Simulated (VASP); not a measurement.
# HgTe (zinc blende type) (F-43m) in VASP: settings compared

HgTe (zinc blende type) is run at these levels: PBE, HSE06; tasks: single point.

All numbers are computed with VASP 6.6.1; they aren't measurements. Logs are shortened: lines on timing, memory, paths and dates and some standing lists are left out, and cuts for length are marked.

## Step 1: The cell of the first run

Symmetry: F-43m, No. 216, cubic system. The conventional cell has a = 6.660 Å, b = 6.660 Å, c = 6.660 Å, α = 90.00°, β = 90.00°, γ = 90.00°. Hg (site symmetry -43m) has 4 Te at 2.88 Å within 3.8 Å. Te (site symmetry -43m) has 4 Hg at 2.88 Å within 3.8 Å.

## Step 2: Single point, PBE

Input file INCAR:

```
SYSTEM = HgTe
PREC     = Accurate       ! precision mode
ENCUT    = 500            ! plane-wave cutoff, eV
EDIFF    = 1E-6           ! SCF threshold, eV
ISMEAR   = -1             ! smearing method
SIGMA    = 0.1            ! smearing width, eV
LREAL    = .FALSE.        ! projectors in reciprocal space
LASPH    = .TRUE.         ! aspherical terms in the spheres
NELM     = 120            ! most SCF steps
ALGO     = Normal         ! electronic algorithm
ISIF     = 2              ! what is computed and relaxed
LWAVE    = .FALSE.        ! write WAVECAR
LCHARG   = .FALSE.        ! write CHGCAR
GGA      = PE             ! functional
NBANDS   = 16             ! bands
GGA_COMPAT= .FALSE.
```

Input file KPOINTS:

```
regular mesh
0
G
  8 8 8
  0 0 0
```

Input file POSCAR:

```
HgTe
1.0
    0.0000000000      3.3300000000      3.3300000000
    3.3300000000      0.0000000000      3.3300000000
    3.3300000000      3.3300000000      0.0000000000
Hg Te
1 1
Direct
    0.0000000000      0.0000000000      0.0000000000
    0.2500000000      0.2500000000      0.2500000000
```

Potentials or basis: VASP PAW PBE potentials, release 64 (Hg, Te).

The run is started by

```console
$ cat potpaw_PBE.64/Hg/POTCAR potpaw_PBE.64/Te/POTCAR > POTCAR
$ mpirun -np 1 vasp_std > vasp.out
```

OUTCAR:

```text
SYSTEM = HgTe
   PREC = Accurate
   ENCUT = 500
   EDIFF = 1E-6
   ISMEAR = -1
   LREAL = .FALSE.
   LASPH = .TRUE.
   NELM = 120
   ISIF = 2
   GGA = PE

 ion  position               nearest neighbor table
   1  0.000  0.000  0.000-   2 2.88   2 2.88   2 2.88   2 2.88
   2  0.250  0.250  0.250-   1 2.88   1 2.88   1 2.88   1 2.88

  LATTYP: Found a face centered cubic cell.
 ALAT       =     6.6600000000

  Lattice vectors:

 A1 = (   0.0000000000,   3.3300000000,   3.3300000000)
 A2 = (   3.3300000000,   0.0000000000,   3.3300000000)
 A3 = (   3.3300000000,   3.3300000000,   0.0000000000)

Analysis of symmetry for initial positions (statically):
=====================================================================
 Subroutine PRICEL returns:
 Original cell was already a primitive cell.

 Routine SETGRP: Setting up the symmetry group for a
 face centered cubic supercell.

 Subroutine GETGRP returns: Found 24 space group operations
 (whereof 24 operations were pure point group operations)
 out of a pool of 48 trial point group operations.

The static configuration has the point symmetry T_d .

Analysis of symmetry for dynamics (positions and initial velocities):
=====================================================================
 Subroutine PRICEL returns:
 Original cell was already a primitive cell.

 Routine SETGRP: Setting up the symmetry group for a
 face centered cubic supercell.

 Subroutine GETGRP returns: Found 24 space group operations
 (whereof 24 operations were pure point group operations)
 out of a pool of 48 trial point group operations.

The dynamic configuration has the point symmetry T_d .

 Subroutine INISYM returns: Found 24 space group operations
 (whereof 24 operations are pure point group operations),
 and found     1 'primitive' translations

----------------------------------------------------------------------------------------

                                     Primitive cell

  volume of cell :      73.8521

  direct lattice vectors                    reciprocal lattice vectors
     0.000000000  3.330000000  3.330000000    -0.150150150  0.150150150  0.150150150
     3.330000000  0.000000000  3.330000000     0.150150150 -0.150150150  0.150150150
     3.330000000  3.330000000  0.000000000     0.150150150  0.150150150 -0.150150150

  length of vectors
     4.709331163  4.709331163  4.709331163     0.260067689  0.260067689  0.260067689

  position of ions in fractional coordinates (direct lattice)
     0.000000000  0.000000000  0.000000000
     0.250000000  0.250000000  0.250000000

  ion indices of the primitive-cell ions
   primitive index   ion index
                 1           1
                 2           2

----------------------------------------------------------------------------------------

 KPOINTS: regular mesh

Automatic generation of k-mesh.
 Grid dimensions read from file:
 generate k-points for:    8    8    8

 Generating k-lattice:

  Cartesian coordinates                     Fractional coordinates (reciprocal lattice)
    -0.018768769  0.018768769  0.018768769     0.125000000  0.000000000  0.000000000
     0.018768769 -0.018768769  0.018768769     0.000000000  0.125000000  0.000000000
     0.018768769  0.018768769 -0.018768769     0.000000000  0.000000000  0.125000000

  Length of vectors
     0.032508461  0.032508461  0.032508461

  Shift w.r.t. Gamma in fractional coordinates (k-lattice)
     0.000000000  0.000000000  0.000000000

 Subroutine IBZKPT returns following result:
 ===========================================

 Found     29 irreducible k-points:

 Following reciprocal coordinates:
            Coordinates               Weight
  0.000000  0.000000  0.000000      1.000000
  0.125000  0.000000  0.000000      8.000000
  0.250000  0.000000  0.000000      8.000000
  0.375000  0.000000  0.000000      8.000000
  0.500000  0.000000  0.000000      4.000000
  0.125000  0.125000  0.000000      6.000000
[... 16 lines left out ...]
  0.500000  0.250000  0.125000     48.000000
 -0.375000  0.250000  0.125000     24.000000
 [... further k-points ...]
   k-points           NKPTS =     29   k-points in BZ     NKDIM =     29   number of bands    NBANDS=     16
   number of dos      NEDOS =    301   number of ions     NIONS =      2
   total plane-waves  NPLWV =  46656
   dimension x,y,z NGX =    36 NGY =   36 NGZ =   36
   dimension x,y,z NGXF=    72 NGYF=   72 NGZF=   72
   ions per type =               1   1
   NGX,Y,Z   is equivalent  to a cutoff of  12.71, 12.71, 12.71 a.u.
   NGXF,Y,Z  is equivalent  to a cutoff of  25.42, 25.42, 25.42 a.u.
 SYSTEM =  HgTe
   PREC   = accura    normal or accurate (medium, high low for compatibility)
   ISTART =      0    job   : 0-new  1-cont  2-samecut
   ICHARG =      2    charge: 1-file 2-atom 10-const
   ISPIN  =      1    spin polarized calculation?
   LNONCOLLINEAR =      F non collinear calculations
   LSORBIT =      F    spin-orbit coupling
   LASPH  =      T    aspherical Exc in radial PAW
   ENCUT  =  500.0 eV  36.75 Ry    6.06 a.u.   8.59  8.59  8.59*2*pi/ulx,y,z
   NELM   =    120;   NELMIN=  2; NELMDL= -5     # of ELM steps
   EDIFF  = 0.1E-05   stopping-criterion for ELM
   LREAL  =      F    real-space projection
   EDIFFG = 0.1E-04   stopping-criterion for IOM
   NSW    =      0    number of steps for IOM
   IBRION =     -1    ionic relax: 0-MD 1-quasi-New 2-CG
   NFREE  =      0    steps in history (QN), initial steepest desc. (CG)
   ISIF   =      2    stress and relaxation
   ISYM   =      2    0-nonsym 1-usesym 2-fastsym
   POTIM  = 0.5000    time-step for ionic-motion
   TEBEG  =    0.0;   TEEND  =   0.0 temperature during run
   PSTRESS=    0.0 pullay stress
   NELECT =      18.0000    total number of electrons
   NUPDOWN=      -1.0000    fix difference up-down
   EMIN   =  10.00;   EMAX   =-10.00  energy-range for DOS
   EFERMI =   0.00;   METHOD = LEGACY
   ISMEAR =    -1;   SIGMA  =   0.10  broadening in eV -4-tet -1-fermi 0-gaus
   EFERMI_NEDOS =   21; number of points for ismear=-14 and -15
   IALGO  =     38    algorithm
   IMIX   =      4    mixing-type and parameters
     AMIX     =   0.40;   BMIX     =  1.00
     AMIX_MAG =   1.60;   BMIX_MAG =  1.00
  volume/ion in A,a.u.               =      36.93       249.19
  Fermi-wavevector in a.u.,A,eV,Ry     =   1.022613  1.932459 14.228129  1.045738
  Thomas-Fermi vector in A             =   2.156302
   LORBIT       =      0    0 simple, 1 ext, 2 COOP (PROOUT), +10 PAW based schemes
   GGA     = PE    functional components
   LHFCALC =     F    Hartree Fock is set to
   AEXX    =    0.0000 exact exchange contribution
   IVDW    =     0    specifies the selected vdW correction
   LEPSILON=     F    determine dielectric tensor
   LRPA    =     F    only Hartree local field effects (RPA)
 non-spin polarized calculation
  energy-cutoff  :      500.00
  volume of cell :       73.85
 maximum number of plane-waves:      1895
 NGX is ok and might be reduce to    36
   NGX = 17   NGY = 17   NGZ = 17

 number of electron      17.9999998 magnetization

 Free energy of the ion-electron system (eV)
  ---------------------------------------------------
  ext. energy  EPLUGINS =         0.00000000
  ---------------------------------------------------
  free energy    TOTEN  =        -3.65115228 eV

  energy without entropy =       -3.64847138  energy(sigma->0) =       -3.64981183

 E-fermi :   2.3861     XC(G=0):  -8.3391

 val. band max:        2.1956062193   @ k =   0.0000   0.0000   0.0000
 cond. band min:       2.7545798361   @ k =   0.1250   0.0000   0.0000
 fundamental gap:      0.5589736168
 Fermi energy:         2.3860619016

 k-point     1 :       0.0000    0.0000    0.0000
  band No.  band energies     occupation
      1      -9.1924      2.00000
      2      -4.6760      2.00000
      3      -4.6760      2.00000
      4      -4.6760      2.00000
      5      -4.2483      2.00000
      6      -4.2483      2.00000
[... 8 lines left out ...]
     15      11.6181      0.00000
     16      11.6181      0.00000

 k-point     2 :       0.1250    0.0000    0.0000
  band No.  band energies     occupation
      1      -9.1289      2.00000
      2      -4.6586      2.00000
      3      -4.6586      2.00000
      4      -4.6458      2.00000
      5      -4.2497      2.00000
      6      -4.2497      2.00000
[... 8 lines left out ...]
     15      10.9253      0.00000
     16      10.9253      0.00000

 k-point     3 :       0.2500    0.0000    0.0000
  band No.  band energies     occupation
      1      -8.9690      2.00000
      2      -4.6196      2.00000
      3      -4.6196      2.00000
      4      -4.5233      2.00000
      5      -4.2486      2.00000
      6      -4.2486      2.00000
[... 8 lines left out ...]
     15      10.6965      0.00000
     16      10.6965      0.00000

 k-point     4 :       0.3750    0.0000    0.0000
  band No.  band energies     occupation
      1      -8.7995      2.00000
      2      -4.5867      2.00000
      3      -4.5867      2.00000
      4      -4.2516      2.00000
      5      -4.2388      2.00000
      6      -4.2388      2.00000
[... 8 lines left out ...]
     15      11.3186      0.00000
     16      11.3186      0.00000

 k-point     5 :       0.5000    0.0000    0.0000
  band No.  band energies     occupation
      1      -8.7263      2.00000
      2      -4.5754      2.00000
      3      -4.5754      2.00000
      4      -4.2317      2.00000
      5      -4.2317      2.00000
      6      -3.9993      2.00000
[... 8 lines left out ...]
     15      12.1230      0.00000
     16      12.1230      0.00000

 k-point     6 :       0.1250    0.1250    0.0000
  band No.  band energies     occupation
      1      -9.1076      2.00000
      2      -4.6583      2.00000
      3      -4.6416      2.00000
      4      -4.6416      2.00000
      5      -4.2597      2.00000
      6      -4.2410      2.00000
[... 8 lines left out ...]
     15      10.1223      0.00000
     16      11.7032      0.00000
[... 267 lines left out ...]
 k-point    21 :       0.5000    0.5000    0.0000
  band No.  band energies     occupation
      1      -8.5645      2.00000
      2      -4.4942      2.00000
      3      -4.4038      2.00000
      4      -4.4038      2.00000
      5      -4.1982      2.00000
      6      -3.8878      2.00000
[... 8 lines left out ...]
     15      12.4322      0.00000
     16      13.4187      0.00000

 k-point    22 :       0.3750    0.2500    0.1250
  band No.  band energies     occupation
      1      -8.8458      2.00000
      2      -4.5868      2.00000
      3      -4.5554      2.00000
      4      -4.4626      2.00000
      5      -4.2553      2.00000
      6      -4.2212      2.00000
[... 8 lines left out ...]
     15      11.7898      0.00000
     16      11.9783      0.00000

 k-point    23 :       0.5000    0.2500    0.1250
  band No.  band energies     occupation
      1      -8.7066      2.00000
      2      -4.5485      2.00000
      3      -4.5276      2.00000
      4      -4.3214      2.00000
      5      -4.2327      2.00000
      6      -4.1135      2.00000
[... 8 lines left out ...]
     15      11.8756      0.00000
     16      12.4841      0.00000

 k-point    24 :      -0.3750    0.2500    0.1250
  band No.  band energies     occupation
      1      -8.6472      2.00000
      2      -4.5378      2.00000
      3      -4.5160      2.00000
      4      -4.2737      2.00000
      5      -4.2415      2.00000
      6      -3.9269      2.00000
[... 8 lines left out ...]
     15      12.0440      0.00000
     16      12.3645      0.00000

 [... further k-points ...]

------------------------ aborting loop because EDIFF is reached ----------------------------------------

  FORCE on cell =-STRESS in cart. coord.  units (eV):
  Direction    XX          YY          ZZ          XY          YZ          ZX
  --------------------------------------------------------------------------------------
  -------------------------------------------------------------------------------------
  Total       -0.0359729     -0.0359729     -0.0359729      0.0000000     -0.0000000      0.0000000
  in kB       -0.7804101     -0.7804101     -0.7804101      0.0000000     -0.0000000      0.0000000
  external PRESSURE =      -0.7804101 kB  Pullay stress =       0.0000000 kB

 VOLUME and BASIS-vectors are now :
 -----------------------------------------------------------------------------
  energy-cutoff  :      500.00
  volume of cell :       73.85
      direct lattice vectors                 reciprocal lattice vectors
     0.000000000  3.330000000  3.330000000    -0.150150150  0.150150150  0.150150150
     3.330000000  0.000000000  3.330000000     0.150150150 -0.150150150  0.150150150
     3.330000000  3.330000000  0.000000000     0.150150150  0.150150150 -0.150150150

 POSITION                                       TOTAL-FORCE (eV/Angst)
 -----------------------------------------------------------------------------------
      0.00000      0.00000      0.00000         0.000000      0.000000     -0.000000
      1.66500      1.66500      1.66500        -0.000000     -0.000000      0.000000
 -----------------------------------------------------------------------------------
    total drift:                                0.000000      0.000000      0.000000

  FREE ENERGIE OF THE ION-ELECTRON SYSTEM (eV)
  ---------------------------------------------------
  free  energy   TOTEN  =        -3.6511522792 eV

  energy  without entropy=       -3.6484713829  energy(sigma->0) =       -3.64981183
```

Run time: 48 s. Hardware: 1 thread of Intel Xeon 8259CL, shared host; peak memory 0.22 GiB.

Results:

| Item | Value |
| --- | --- |
| Free energy | -3.6512 eV |
| Pressure | -0.1 GPa |
| Band gap on the k mesh | zero (filled and empty bands touch) |

Caveat: semilocal functionals underestimate gaps, so a narrow gap can read as zero; spin-orbit coupling is left out, which moves the levels of the heavy elements.

[end of part 1 of 2]
